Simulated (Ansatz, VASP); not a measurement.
# Two plane-wave programs on PbO2

File INCAR:

```
SYSTEM = PbO2
PREC = Accurate
ENCUT = 520
EDIFF = 1E-6
ISMEAR = -1
SIGMA = 0.025
LREAL = .FALSE.
LASPH = .TRUE.
NELM = 100
ALGO = Normal
ISIF = 2
LWAVE = .FALSE.
LCHARG = .TRUE.
GGA = B5
ALDAX = 1.0
AGGAX = 1.0
AGGAC = 1.0
ALDAC = 0.0
IVDW = 13
VDW_S6 = 1.0
VDW_S8 = 2.34076671
VDW_A1 = 0.44488865
VDW_A2 = 4.0933009
LELF = .TRUE.
LVHAR = .TRUE.
NBANDS = 20
```

The input KPOINTS:

```
Automatic mesh
0
G
  9 9 9
  0 0 0
```

Contents of POSCAR:

```
PbO2
1.0
    0.0000000000      2.7375486038      2.7375486038
    2.7375486038      0.0000000000      2.7375486038
    2.7375486038      2.7375486038      0.0000000000
Pb O
1 2
Direct
    0.0000000000      0.0000000000      0.0000000000
    0.7500000000      0.7500000000      0.7500000000
    0.2500000000      0.2500000000      0.2500000000
```

Contents of input.yaml:

```yaml
crystal:
  lattice:
    - [0.0, 2.7375486038, 2.7375486038]
    - [2.7375486038, 0.0, 2.7375486038]
    - [2.7375486038, 2.7375486038, 0.0]
  atoms:
    - { symbol: Pb, position: [0.0, 0.0, 0.0] }
    - { symbol: O, position: [0.75, 0.75, 0.75] }
    - { symbol: O, position: [0.25, 0.25, 0.25] }
hamiltonian:
  xc: blyp
  pseudopotentials: { kind: paw, xc_functional: lda, accuracy: standard }
  dispersion: d4
kpoints:
  mp_grid: { grid: [9, 9, 9] }
scf:
  occupations: { method: fermi_dirac, width: 0.025 }
output:
  forces: true
  stress: true
  eigenvalues: true
```

Alike in both runs: task single point; functional BLYP; dispersion D4; k mesh 9 × 9 × 9; occupations fermi-dirac, width 0.025 eV; no spin polarisation.

|  | VASP | Ansatz |
| --- | --- | --- |
| version | VASP 6.6.1 | Ansatz 0.2.0 |
| potentials or method | VASP PAW PBE potentials, release 64 (Pb_d, O) | JTH PAW LDA |
| plane-wave cutoff (eV) | 520 | 1800 |
| valence electrons in the cell | 26 | 26 |

|  | VASP | Ansatz | Ansatz less VASP |
| --- | --- | --- | --- |
| gap on the k mesh at the Fermi level (eV) | none | none | - |
| pressure (GPa) | -3.9 | -4.1 | -0.19 |

VASP's potentials were made for PBE, not for BLYP. A gap of «none» marks a metal or a gap that the smearing closes.

Neither program's run includes spin-orbit coupling.
